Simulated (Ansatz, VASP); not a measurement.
**ZnSe in VASP and in Ansatz**

```
Zn Se
1.0
     4.06441    0.00000    0.00000
     0.00000    4.06441    0.00000
     0.00000    0.00000    5.64215
Zn Se
2 2
Cartesian
  0.0000 0.0000 0.0000
  2.0322 2.0322 0.0000
  0.0000 2.0322 1.7182
  2.0322 0.0000 3.9240
```

Alike in both runs: task single point; functional PBE; k mesh 8 × 8 × 6; occupations gaussian, width 0.02 eV; no spin polarisation.

```csv
,VASP,Ansatz
version,VASP 6.6.1,Ansatz 0.2.0
potentials or method,"VASP PAW PBE potentials, release 64 (Zn, Se), cutoff 520 eV","scalar-relativistic, plane waves, PAW"
valence electrons in the cell,36,56
```

VASP gave:

| Property | Result |
| --- | --- |
| gap on the k mesh at the Fermi level (eV) | 0.98 |
| least direct gap on the mesh (eV) | 0.98 |
| pressure (GPa) | -4.4 |
| traceless stress, the component that is largest in VASP (GPa) | -3.96 |
| rms of the force components (eV/Å) | 0.741 |

What did Ansatz give for the same quantities?

gap on the k mesh at the Fermi level (eV): 0.98; least direct gap on the mesh (eV): 0.98; pressure (GPa): -4.5; traceless stress, the component that is largest in VASP (GPa): -3.98; rms of the force components (eV/Å): 0.751.

Atom by atom the forces differ by 0.010 eV/Å (rms over components). VASP's potentials hold 36 valence electrons a cell and Ansatz's 56, so a difference there can come from the potentials and not from the codes.
